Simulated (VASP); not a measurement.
# Zn in VASP: further runs, part 2 of 2

VASP 6.6.1. Earlier steps stand in the parts before.

**3. Single point, PBE (strained and its atoms moved)**

INCAR

```
SYSTEM = Zn
PREC = Accurate
ENCUT = 520
EDIFF = 1E-6
ISMEAR = 0
SIGMA = 0.1
LREAL = .FALSE.
LASPH = .TRUE.
NELM = 100
ALGO = Fast
ISIF = 2
LWAVE = .FALSE.
LCHARG = .FALSE.
GGA = PE
NBANDS = 19
```

KPOINTS

```
regular mesh
0
G
  16 16 8
  0 0 0
```

POSCAR

```
Zn
1.0
    2.7287265585      0.0178807949     -0.0173744833
   -1.3488780566      2.3363208054      0.0347651874
   -0.0322524840      0.0558977100      5.1945791370
Zn
2
Direct
    0.3593323137      0.6796661569      0.2500000000
    0.6406676863      0.3203338431      0.7500000000
```

Potentials or basis: VASP PAW PBE potentials, release 64 (Zn).

Launch:

```
cat potpaw_PBE.64/Zn/POTCAR > POTCAR
mpirun -np 1 vasp_std > vasp.out
```

OUTCAR:

```text
SYSTEM = Zn
   PREC = Accurate
   ENCUT = 520
   EDIFF = 1E-6
   ISMEAR = 0
   LREAL = .FALSE.
   LASPH = .TRUE.
   NELM = 100
   ISIF = 2
   GGA = PE

 ion  position               nearest neighbor table
   1  0.359  0.680  0.250-   2 2.97   2 2.97   2 3.03   2 3.03
   2  0.641  0.320  0.750-   1 2.97   1 2.97   1 3.03   1 3.03

  LATTYP: Found a base centered monoclinic cell.
 ALAT       =     2.6979761926
 B/A-ratio  =     1.7584186200
 C/A-ratio  =     2.1920408960
 COS(beta)  =    -0.4784250908

  Lattice vectors:

 A1 = (  -1.3798485019,  -2.3542016003,  -0.0173907041)
 A2 = (   2.7287265585,   0.0178807949,  -0.0173744833)
 A3 = (  -1.3811305406,   2.3922185154,   5.2293443244)

Analysis of symmetry for initial positions (statically):
=====================================================================
 Subroutine PRICEL returns:
 Original cell was already a primitive cell.

 Routine SETGRP: Setting up the symmetry group for a
 base centered monoclinic supercell.

 Subroutine GETGRP returns: Found  4 space group operations
 (whereof  2 operations were pure point group operations)
 out of a pool of  4 trial point group operations.

The static configuration has the point symmetry S_2 .
 The point group associated with its full space group is C_2h.

Analysis of symmetry for dynamics (positions and initial velocities):
=====================================================================
 Subroutine PRICEL returns:
 Original cell was already a primitive cell.

 Routine SETGRP: Setting up the symmetry group for a
 base centered monoclinic supercell.

 Subroutine GETGRP returns: Found  4 space group operations
 (whereof  2 operations were pure point group operations)
 out of a pool of  4 trial point group operations.

The dynamic configuration has the point symmetry S_2 .
 The point group associated with its full space group is C_2h.

 Subroutine INISYM returns: Found  4 space group operations
 (whereof  2 operations are pure point group operations),
 and found     1 'primitive' translations

----------------------------------------------------------------------------------------

                                     Primitive cell

  volume of cell :      33.2363

  direct lattice vectors                    reciprocal lattice vectors
     2.728726559  0.017880795 -0.017374483     0.365090069  0.210785279 -0.000001415
    -1.348878057  2.336320805  0.034765187    -0.002823848  0.426461606 -0.004606591
    -0.032252484  0.055897710  5.194579137     0.001240028 -0.002149112  0.192539203

  length of vectors
     2.728840455  2.697976193  5.194979999     0.421569914  0.426495833  0.192555189

  position of ions in fractional coordinates (direct lattice)
     0.359332314  0.679666157  0.250000000
     0.640667686  0.320333843  0.750000000

  ion indices of the primitive-cell ions
   primitive index   ion index
                 1           1
                 2           2

----------------------------------------------------------------------------------------

 KPOINTS: regular mesh

Automatic generation of k-mesh.
 Grid dimensions read from file:
 generate k-points for:   16   16    8

 Generating k-lattice:

  Cartesian coordinates                     Fractional coordinates (reciprocal lattice)
     0.022818129  0.013174080 -0.000000088     0.062500000 -0.000000000 -0.000000000
    -0.000176491  0.026653850 -0.000287912    -0.000000000  0.062500000  0.000000000
     0.000155003 -0.000268639  0.024067400    -0.000000000  0.000000000  0.125000000

  Length of vectors
     0.026348120  0.026655990  0.024069399

  Shift w.r.t. Gamma in fractional coordinates (k-lattice)
     0.000000000  0.000000000  0.000000000

 Subroutine IBZKPT returns following result:
 ===========================================

 Found    554 irreducible k-points:

 Following reciprocal coordinates:
            Coordinates               Weight
  0.000000  0.000000  0.000000      1.000000
  0.062500  0.000000  0.000000      2.000000
  0.125000  0.000000  0.000000      2.000000
  0.187500  0.000000  0.000000      2.000000
  0.250000  0.000000  0.000000      2.000000
  0.312500  0.000000  0.000000      2.000000
[... 16 lines left out ...]
  0.312500  0.125000  0.000000      4.000000
  0.375000  0.125000 -0.000000      4.000000
 [... further k-points ...]
   k-points           NKPTS =    554   k-points in BZ     NKDIM =    554   number of bands    NBANDS=     19
   number of dos      NEDOS =    301   number of ions     NIONS =      2
   total plane-waves  NPLWV =  16000
   dimension x,y,z NGX =    20 NGY =   20 NGZ =   40
   dimension x,y,z NGXF=    40 NGYF=   40 NGZF=   80
   ions per type =               2
   NGX,Y,Z   is equivalent  to a cutoff of  12.18, 12.32, 12.80 a.u.
   NGXF,Y,Z  is equivalent  to a cutoff of  24.37, 24.65, 25.60 a.u.
 SYSTEM =  Zn
   PREC   = accura    normal or accurate (medium, high low for compatibility)
   ISTART =      0    job   : 0-new  1-cont  2-samecut
   ICHARG =      2    charge: 1-file 2-atom 10-const
   ISPIN  =      1    spin polarized calculation?
   LNONCOLLINEAR =      F non collinear calculations
   LSORBIT =      F    spin-orbit coupling
   LASPH  =      T    aspherical Exc in radial PAW
   ENCUT  =  520.0 eV  38.22 Ry    6.18 a.u.   5.07  5.02  9.66*2*pi/ulx,y,z
   NELM   =    100;   NELMIN=  2; NELMDL= -5     # of ELM steps
   EDIFF  = 0.1E-05   stopping-criterion for ELM
   LREAL  =      F    real-space projection
   EDIFFG = 0.1E-04   stopping-criterion for IOM
   NSW    =      0    number of steps for IOM
   IBRION =     -1    ionic relax: 0-MD 1-quasi-New 2-CG
   NFREE  =      0    steps in history (QN), initial steepest desc. (CG)
   ISIF   =      2    stress and relaxation
   ISYM   =      2    0-nonsym 1-usesym 2-fastsym
   POTIM  = 0.5000    time-step for ionic-motion
   TEBEG  =    0.0;   TEEND  =   0.0 temperature during run
   PSTRESS=    0.0 pullay stress
   NELECT =      24.0000    total number of electrons
   NUPDOWN=      -1.0000    fix difference up-down
   EMIN   =  10.00;   EMAX   =-10.00  energy-range for DOS
   EFERMI =   0.00;   METHOD = LEGACY
   ISMEAR =     0;   SIGMA  =   0.10  broadening in eV -4-tet -1-fermi 0-gaus
   EFERMI_NEDOS =   21; number of points for ismear=-14 and -15
   IALGO  =     68    algorithm
   IMIX   =      4    mixing-type and parameters
     AMIX     =   0.40;   BMIX     =  1.00
     AMIX_MAG =   1.60;   BMIX_MAG =  1.00
  volume/ion in A,a.u.               =      16.62       112.14
  Fermi-wavevector in a.u.,A,eV,Ry     =   1.468726  2.775490 29.349895  2.157156
  Thomas-Fermi vector in A             =   2.584189
   LORBIT       =      0    0 simple, 1 ext, 2 COOP (PROOUT), +10 PAW based schemes
   GGA     = PE    functional components
   LHFCALC =     F    Hartree Fock is set to
   AEXX    =    0.0000 exact exchange contribution
   IVDW    =     0    specifies the selected vdW correction
   LEPSILON=     F    determine dielectric tensor
   LRPA    =     F    only Hartree local field effects (RPA)
 non-spin polarized calculation
 RMM-DIIS sequential band-by-band and
 Gauss-broadening in eV      SIGMA  =   0.10
  energy-cutoff  :      520.00
  volume of cell :       33.24
 maximum number of plane-waves:       911
   NGX = 11   NGY =  9   NGZ = 19

 number of electron      23.9999996 magnetization

 Free energy of the ion-electron system (eV)
  ---------------------------------------------------
  ext. energy  EPLUGINS =         0.00000000
  ---------------------------------------------------
  free energy    TOTEN  =        -2.17277799 eV

  energy without entropy =       -2.17052477  energy(sigma->0) =       -2.17165138

 E-fermi :   2.4618     XC(G=0): -11.0889

 val. band max:        2.4606332737   @ k =   0.2500   0.0000   0.1250
 cond. band min:       2.4731068195   @ k =   0.0000   0.5000   0.5000
 fundamental gap:      0.0124735458
 Fermi energy:         2.4617667581

 k-point     1 :       0.0000    0.0000    0.0000
  band No.  band energies     occupation
      1      -7.2258      2.00000
      2      -5.7842      2.00000
      3      -5.2113      2.00000
      4      -5.0021      2.00000
      5      -4.9769      2.00000
      6      -4.9565      2.00000
[... 11 lines left out ...]
     18      20.2624      0.00000
     19      21.3956      0.00000
[... 489 lines left out ...]
      3      -5.3529      2.00000
      4      -4.9440      2.00000
      5      -4.8926      2.00000
      6      -4.8391      2.00000
[... 11 lines left out ...]
     18      14.3400      0.00000
     19      16.2280      0.00000

 [... further k-points ...]

------------------------ aborting loop because EDIFF is reached ----------------------------------------

  FORCE on cell =-STRESS in cart. coord.  units (eV):
  Direction    XX          YY          ZZ          XY          YZ          ZX
  --------------------------------------------------------------------------------------
  -------------------------------------------------------------------------------------
  Total       -0.9503170     -0.8830253     -0.8471510     -0.0582745     -0.1739991      0.1004515
  in kB      -45.8105796    -42.5667448    -40.8374042     -2.8091579     -8.3877272      4.8423241
  external PRESSURE =     -43.0715762 kB  Pullay stress =       0.0000000 kB

 VOLUME and BASIS-vectors are now :
 -----------------------------------------------------------------------------
  energy-cutoff  :      520.00
  volume of cell :       33.24
      direct lattice vectors                 reciprocal lattice vectors
     2.728726559  0.017880795 -0.017374483     0.365090069  0.210785279 -0.000001415
    -1.348878057  2.336320805  0.034765187    -0.002823848  0.426461606 -0.004606591
    -0.032252484  0.055897710  5.194579137     0.001240028 -0.002149112  0.192539203

 POSITION                                       TOTAL-FORCE (eV/Angst)
 -----------------------------------------------------------------------------------
      0.05567      1.60832      1.31603        -0.024272     -0.014014     -0.000000
      1.29193      0.80178      3.89594         0.024272      0.014014      0.000000
 -----------------------------------------------------------------------------------
    total drift:                                0.000000      0.000000     -0.000000

  FREE ENERGIE OF THE ION-ELECTRON SYSTEM (eV)
  ---------------------------------------------------
  free  energy   TOTEN  =        -2.1727779898 eV

  energy  without entropy=       -2.1705247665  energy(sigma->0) =       -2.17165138
```

It took 2.2 min on 1 thread of Oxide Virtual Turin-like, shared host; peak memory 0.34 GiB.

What came out:

```
Free energy            : -2.1728 eV
Pressure               : -4.3 GPa
Largest force          : 0.028 eV/Å
Band gap on the k mesh : zero (bands 12 and 13 overlap by 4.46 eV)
```

Forces on the atoms (eV/Å):
```
Zn  -0.024 -0.014  0.000
Zn   0.024  0.014  0.000
```

Levels at points of the mesh, in eV from the Fermi level:
| k point | band 10 | band 11 | band 12 | band 13 | band 14 | band 15 |
| --- | --- | --- | --- | --- | --- | --- |
| (0.00, 0.00, 0.00) | -6.98 | -6.92 | -3.36 | -3.27 | 12.00 | 15.64 |
| (0.50, 0.00, 0.00) | -6.76 | -2.56 | -1.97 | 2.02 | 3.14 | 3.49 |
| (0.00, 0.50, 0.00) | -6.74 | -2.36 | -1.92 | 2.37 | 3.40 | 3.78 |
| (0.00, 0.00, 0.50) | -7.02 | -7.00 | -7.00 | 3.87 | 3.87 | 17.71 |
| (0.50, 0.00, 0.50) | -6.76 | -1.52 | -1.52 | -0.16 | -0.16 | 9.33 |
| (0.00, 0.50, 0.50) | -6.75 | -1.61 | -1.40 | 0.01 | 0.35 | 8.83 |

Caveat: the cell differs from its parent crystal (strained and its atoms moved); the cell stands under tension.

The gap in the log of VASP goes by the Fermi energy; the results here count the filled bands.